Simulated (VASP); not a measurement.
# TiO2 in VASP: a series of runs

Runs on TiO2. Level: PBE+U. Tasks: single point.

Everything below comes from runs of VASP 6.6.1. Logs are shortened: lines on timing, memory, paths and dates and some standing lists are left out, and cuts for length are marked.

### 1 The cell of the first run

The typed cell holds 6 atoms: a = 3.755 Å, b = 3.755 Å, c = 5.494 Å, α = 109.98°, β = 109.98°, γ = 90.00°.

### 2 Single point, PBE+U (atoms shifted along a free coordinate)

The input, INCAR:

```
SYSTEM = TiO2
PREC     = Accurate       ! precision mode
ENCUT    = 520            ! plane-wave cutoff, eV
EDIFF    = 1E-7           ! SCF threshold, eV
ISMEAR   = 0              ! smearing method
SIGMA    = 0.05           ! smearing width, eV
LREAL    = .False.        ! projectors in reciprocal space
LASPH    = .True.         ! aspherical terms in the spheres
NELM     = 150            ! most SCF steps
ALGO     = Normal         ! electronic algorithm
ISIF     = 2              ! what is computed and relaxed
LWAVE    = .False.        ! write WAVECAR
LCHARG   = .True.         ! write CHGCAR
LMAXMIX  = 4              ! l up to which the mixer works
LDAU     = .True.         ! DFT+U
LDAUTYPE = 2            
LDAUL    = 2 -1           ! shell
LDAUU    = 4 0            ! U, eV
LDAUJ    = 0 0          
LDAUPRINT= 1            
GGA      = PE             ! functional
LELF     = .True.         ! ELF
LVHAR    = .True.       
NBANDS   = 33             ! bands
```

The input, KPOINTS:

```
Automatic mesh
0
Gamma
  6 6 6
  0 0 0
```

The input, POSCAR:

```
TiO2
1.0
    2.6553285366     -2.6554023247     -0.0198141649
    2.6553285366      2.6554023247     -0.0198141649
   -2.6193061034      0.0000000000      4.8299503602
Ti O
2 4
Direct
    0.1250069486      0.8749930514      0.2500000000
    0.8749930514      0.1250069486      0.7500000000
    0.3332902468      0.0833135221      0.6665902155
    0.6667097532      0.9166864779      0.3334097845
    0.9166864779      0.6667097532      0.8334097845
    0.0833135221      0.3332902468      0.1665902155
```

Potentials or basis: VASP PAW PBE potentials, release 64 (Ti_sv, O).

Run with:

```bash
cat potpaw_PBE.64/Ti_sv/POTCAR potpaw_PBE.64/O/POTCAR > POTCAR
mpirun -np 1 vasp_std > vasp.out
```

OUTCAR:

```text
SYSTEM = TiO2
   PREC = Accurate
   ENCUT = 520
   EDIFF = 1E-7
   ISMEAR = 0
   LREAL = .False.
   LASPH = .True.
   NELM = 150
   ISIF = 2
   GGA = PE

 ion  position               nearest neighbor table
   1  0.125  0.875  0.250-   4 1.92   6 1.92   6 1.92   4 1.92   3 2.00   5 2.00
   2  0.875  0.125  0.750-   5 1.92   3 1.92   5 1.92   3 1.92   6 2.00   4 2.00
   3  0.333  0.083  0.667-   2 1.92   2 1.92   1 2.00
   4  0.667  0.917  0.333-   1 1.92   1 1.92   2 2.00
   5  0.917  0.667  0.833-   2 1.92   2 1.92   1 2.00
   6  0.083  0.333  0.167-   1 1.92   1 1.92   2 2.00

  LATTYP: Found a base centered monoclinic cell.
 ALAT       =     5.3108049252
 B/A-ratio  =     0.9999999481
 C/A-ratio  =     1.0345830160
 COS(beta)  =    -0.4832630161

  Lattice vectors:

 A1 = (   2.6553285366,  -2.6554023247,  -0.0198141649)
 A2 = (   2.6553285366,   2.6554023247,  -0.0198141649)
 A3 = (  -2.6193061034,   0.0000000000,   4.8299503602)

Analysis of symmetry for initial positions (statically):
=====================================================================
 Subroutine PRICEL returns:
 Original cell was already a primitive cell.

 Routine SETGRP: Setting up the symmetry group for a
 base centered monoclinic supercell.

 Subroutine GETGRP returns: Found  4 space group operations
 (whereof  2 operations were pure point group operations)
 out of a pool of  4 trial point group operations.

The static configuration has the point symmetry S_2 .
 The point group associated with its full space group is C_2h.

Analysis of symmetry for dynamics (positions and initial velocities):
=====================================================================
 Subroutine PRICEL returns:
 Original cell was already a primitive cell.

 Routine SETGRP: Setting up the symmetry group for a
 base centered monoclinic supercell.

 Subroutine GETGRP returns: Found  4 space group operations
 (whereof  2 operations were pure point group operations)
 out of a pool of  4 trial point group operations.

The dynamic configuration has the point symmetry S_2 .
 The point group associated with its full space group is C_2h.

 Subroutine INISYM returns: Found  4 space group operations
 (whereof  2 operations are pure point group operations),
 and found     1 'primitive' translations

----------------------------------------------------------------------------------------

                                     Primitive cell

  volume of cell :      67.8360

  direct lattice vectors                    reciprocal lattice vectors
     2.655328537 -2.655402325 -0.019814165     0.189065709 -0.188295384  0.102531274
     2.655328537  2.655402325 -0.019814165     0.189065709  0.188295384  0.102531274
    -2.619306103  0.000000000  4.829950360     0.001551229  0.000000000  0.207882704

  length of vectors
     3.755306079  3.755306079  5.494468577     0.285856006  0.285856006  0.207888492

  position of ions in fractional coordinates (direct lattice)
     0.125006949  0.874993051  0.250000000
     0.874993051  0.125006949  0.750000000
     0.333290247  0.083313522  0.666590216
     0.666709753  0.916686478  0.333409784
     0.916686478  0.666709753  0.833409784
     0.083313522  0.333290247  0.166590216

[... 112 lines left out ...]
   IVDW    =     0    specifies the selected vdW correction
   LEPSILON=     F    determine dielectric tensor
   LRPA    =     F    only Hartree local field effects (RPA)
 non-spin polarized calculation
 Gauss-broadening in eV      SIGMA  =   0.05
  energy-cutoff  :      520.00
  volume of cell :       67.84
 maximum number of plane-waves:      1852
   NGX = 13   NGY = 13   NGZ = 21

atom =   1  type =  1  l = 2

 onsite density matrix

spin component  1

  0.2613 -0.0012 -0.0000  0.0000 -0.0000
 -0.0012  0.1030 -0.0000 -0.0000  0.0000
 -0.0000 -0.0000  0.2454  0.0018  0.0000
  0.0000 -0.0000  0.0018  0.1030 -0.0001
 -0.0000  0.0000  0.0000 -0.0001  0.1100

spin component  2

  0.2613 -0.0012 -0.0000  0.0000 -0.0000
 -0.0012  0.1030 -0.0000 -0.0000  0.0000
 -0.0000 -0.0000  0.2454  0.0018  0.0000
  0.0000 -0.0000  0.0018  0.1030 -0.0001
 -0.0000  0.0000  0.0000 -0.0001  0.1100

 occupancies and eigenvectors

  o =  0.1030  v =  0.0000  0.0000 -0.0130  0.9999  0.0078  0.0000  0.0000  0.0000  0.0000  0.0000      0.0000  0.0000  0.0000  0.0000  0.0000  0.0000  0.0000  0.0000  0.0000  0.0000
  o =  0.1030  v =  0.0000  0.0000  0.0000  0.0000  0.0000  0.0000  0.0000 -0.0130  0.9999  0.0078      0.0000  0.0000  0.0000  0.0000  0.0000  0.0000  0.0000  0.0000  0.0000  0.0000
  o =  0.1030  v =  0.0075  1.0000  0.0000 -0.0000 -0.0000  0.0000  0.0000  0.0000  0.0000  0.0000      0.0000  0.0000  0.0000  0.0000  0.0000  0.0000  0.0000  0.0000  0.0000  0.0000
  o =  0.1030  v =  0.0000  0.0000  0.0000  0.0000  0.0000  0.0075  1.0000  0.0000 -0.0000 -0.0000      0.0000  0.0000  0.0000  0.0000  0.0000  0.0000  0.0000  0.0000  0.0000  0.0000
  o =  0.1100  v = -0.0000 -0.0000  0.0001 -0.0078  1.0000  0.0000  0.0000  0.0000  0.0000  0.0000      0.0000  0.0000  0.0000  0.0000  0.0000  0.0000  0.0000  0.0000  0.0000  0.0000
  o =  0.1100  v =  0.0000  0.0000  0.0000  0.0000  0.0000 -0.0000 -0.0000  0.0001 -0.0078  1.0000      0.0000  0.0000  0.0000  0.0000  0.0000  0.0000  0.0000  0.0000  0.0000  0.0000
  o =  0.2454  v =  0.0000  0.0000  0.0000  0.0000  0.0000 -0.0000  0.0000 -0.9999 -0.0130 -0.0000      0.0000  0.0000  0.0000  0.0000  0.0000  0.0000  0.0000  0.0000  0.0000  0.0000
  o =  0.2454  v = -0.0000  0.0000 -0.9999 -0.0130 -0.0000  0.0000  0.0000  0.0000  0.0000  0.0000      0.0000  0.0000  0.0000  0.0000  0.0000  0.0000  0.0000  0.0000  0.0000  0.0000
  o =  0.2613  v =  0.0000  0.0000  0.0000  0.0000  0.0000  1.0000 -0.0075 -0.0000  0.0000 -0.0000      0.0000  0.0000  0.0000  0.0000  0.0000  0.0000  0.0000  0.0000  0.0000  0.0000
  o =  0.2613  v =  1.0000 -0.0075 -0.0000  0.0000 -0.0000  0.0000  0.0000  0.0000  0.0000  0.0000      0.0000  0.0000  0.0000  0.0000  0.0000  0.0000  0.0000  0.0000  0.0000  0.0000

atom =   2  type =  1  l = 2

 onsite density matrix

spin component  1

  0.2613 -0.0012 -0.0000  0.0000 -0.0000
 -0.0012  0.1030 -0.0000 -0.0000  0.0000
 -0.0000 -0.0000  0.2454  0.0018  0.0000
  0.0000 -0.0000  0.0018  0.1030 -0.0001
 -0.0000  0.0000  0.0000 -0.0001  0.1100

spin component  2

  0.2613 -0.0012 -0.0000  0.0000 -0.0000
 -0.0012  0.1030 -0.0000 -0.0000  0.0000
 -0.0000 -0.0000  0.2454  0.0018  0.0000
  0.0000 -0.0000  0.0018  0.1030 -0.0001
 -0.0000  0.0000  0.0000 -0.0001  0.1100

 occupancies and eigenvectors

  o =  0.1030  v =  0.0000  0.0000 -0.0130  0.9999  0.0078  0.0000  0.0000  0.0000  0.0000  0.0000      0.0000  0.0000  0.0000  0.0000  0.0000  0.0000  0.0000  0.0000  0.0000  0.0000
  o =  0.1030  v =  0.0000  0.0000  0.0000  0.0000  0.0000  0.0000  0.0000 -0.0130  0.9999  0.0078      0.0000  0.0000  0.0000  0.0000  0.0000  0.0000  0.0000  0.0000  0.0000  0.0000
  o =  0.1030  v =  0.0075  1.0000  0.0000 -0.0000 -0.0000  0.0000  0.0000  0.0000  0.0000  0.0000      0.0000  0.0000  0.0000  0.0000  0.0000  0.0000  0.0000  0.0000  0.0000  0.0000
  o =  0.1030  v =  0.0000  0.0000  0.0000  0.0000  0.0000  0.0075  1.0000  0.0000 -0.0000 -0.0000      0.0000  0.0000  0.0000  0.0000  0.0000  0.0000  0.0000  0.0000  0.0000  0.0000
  o =  0.1100  v = -0.0000 -0.0000  0.0001 -0.0078  1.0000  0.0000  0.0000  0.0000  0.0000  0.0000      0.0000  0.0000  0.0000  0.0000  0.0000  0.0000  0.0000  0.0000  0.0000  0.0000
  o =  0.1100  v =  0.0000  0.0000  0.0000  0.0000  0.0000 -0.0000 -0.0000  0.0001 -0.0078  1.0000      0.0000  0.0000  0.0000  0.0000  0.0000  0.0000  0.0000  0.0000  0.0000  0.0000
  o =  0.2454  v =  0.0000  0.0000  0.0000  0.0000  0.0000 -0.0000  0.0000 -0.9999 -0.0130 -0.0000      0.0000  0.0000  0.0000  0.0000  0.0000  0.0000  0.0000  0.0000  0.0000  0.0000
  o =  0.2454  v = -0.0000  0.0000 -0.9999 -0.0130 -0.0000  0.0000  0.0000  0.0000  0.0000  0.0000      0.0000  0.0000  0.0000  0.0000  0.0000  0.0000  0.0000  0.0000  0.0000  0.0000
  o =  0.2613  v =  0.0000  0.0000  0.0000  0.0000  0.0000  1.0000 -0.0075 -0.0000  0.0000 -0.0000      0.0000  0.0000  0.0000  0.0000  0.0000  0.0000  0.0000  0.0000  0.0000  0.0000
  o =  0.2613  v =  1.0000 -0.0075 -0.0000  0.0000 -0.0000  0.0000  0.0000  0.0000  0.0000  0.0000      0.0000  0.0000  0.0000  0.0000  0.0000  0.0000  0.0000  0.0000  0.0000  0.0000

 number of electron      47.9999997 magnetization

 Free energy of the ion-electron system (eV)
  ---------------------------------------------------
  ext. energy  EPLUGINS =         0.00000000
  ---------------------------------------------------
  free energy    TOTEN  =       -48.30929803 eV

  energy without entropy =      -48.30929803  energy(sigma->0) =      -48.30929803

 E-fermi :   4.0618     XC(G=0): -10.7769

 val. band max:        3.6814173274   @ k =   0.5000   0.5000  -0.0000
 cond. band min:       6.4141136587   @ k =   0.0000   0.0000   0.0000
 fundamental gap:      2.7326963314
 Fermi energy:         4.0617610947

 k-point     1 :       0.0000    0.0000    0.0000
  band No.  band energies     occupation
      1     -53.6610      2.00000
      2     -53.6058      2.00000
      3     -30.0655      2.00000
      4     -29.8396      2.00000
      5     -29.8396      2.00000
      6     -29.7758      2.00000
[... 853 lines left out ...]
     32      10.0328      0.00000
     33      10.1655      0.00000

 [... further k-points ...]

------------------------ aborting loop because EDIFF is reached ----------------------------------------

  FORCE on cell =-STRESS in cart. coord.  units (eV):
  Direction    XX          YY          ZZ          XY          YZ          ZX
  --------------------------------------------------------------------------------------
  -------------------------------------------------------------------------------------
  Total        6.9965733      6.9967115      4.2273251      0.0000000      0.0000000     -0.0207572
  in kB      165.2478206    165.2510833     99.8426258      0.0000000      0.0000000     -0.4902510
  external PRESSURE =     143.4471766 kB  Pullay stress =       0.0000000 kB

 VOLUME and BASIS-vectors are now :
 -----------------------------------------------------------------------------
  energy-cutoff  :      520.00
  volume of cell :       67.84
      direct lattice vectors                 reciprocal lattice vectors
     2.655328537 -2.655402325 -0.019814165     0.189065709 -0.188295384  0.102531274
     2.655328537  2.655402325 -0.019814165     0.189065709  0.188295384  0.102531274
    -2.619306103  0.000000000  4.829950360     0.001551229  0.000000000  0.207882704

 POSITION                                       TOTAL-FORCE (eV/Angst)
 -----------------------------------------------------------------------------------
      2.00050      1.99151      1.18767        -0.000000      0.000083     -0.000000
      0.69085     -1.99151      3.60265        -0.000000     -0.000083     -0.000000
     -0.63978     -0.66379      3.21134        -0.000510     -0.000005     -0.046412
      3.33113      0.66379      1.57898         0.000510      0.000005      0.046412
      2.02148     -0.66379      3.99395         0.000510     -0.000005      0.046412
      0.66987      0.66379      0.79637        -0.000510      0.000005     -0.046412
 -----------------------------------------------------------------------------------
    total drift:                               -0.000000      0.000000      0.000000

  FREE ENERGIE OF THE ION-ELECTRON SYSTEM (eV)
  ---------------------------------------------------
  free  energy   TOTEN  =       -48.3092980260 eV

  energy  without entropy=      -48.3092980260  energy(sigma->0) =      -48.30929803
```

Wall time 1.8 min (1 thread of AMD EPYC 9R45 (Zen 5), shared host); peak memory 0.21 GiB.

What came out:

| Quantity | Value |
| --- | --- |
| Free energy | -48.3093 eV |
| Pressure | 14.3 GPa |
| Largest force | 0.046 eV/Å |
| Band gap on the k mesh | 2.73 eV (least direct gap 3.09 eV) |

Forces on the atoms (eV/Å):
```
Ti   0.000  0.000  0.000
Ti   0.000  0.000  0.000
O   -0.001  0.000 -0.046
O    0.001  0.000  0.046
O    0.001  0.000  0.046
O   -0.001  0.000 -0.046
```

Stress tensor (GPa, compression positive):
```
16.52  0.00 -0.05
 0.00 16.53  0.00
-0.05  0.00  9.98
```

Eigenvalues of the final occupation matrices:
```
    site  spin  trace               eigenvalues
site 1 d     1   0.82  0.10 0.10 0.11 0.25 0.26
site 1 d     2   0.82  0.10 0.10 0.11 0.25 0.26
site 2 d     1   0.82  0.10 0.10 0.11 0.25 0.26
site 2 d     2   0.82  0.10 0.10 0.11 0.25 0.26
```

Caveat: the cell differs from its parent crystal (atoms shifted along a free coordinate); the cell stands under pressure. A k mesh can miss the band edges.

(Part 1 of 2 ends here.)
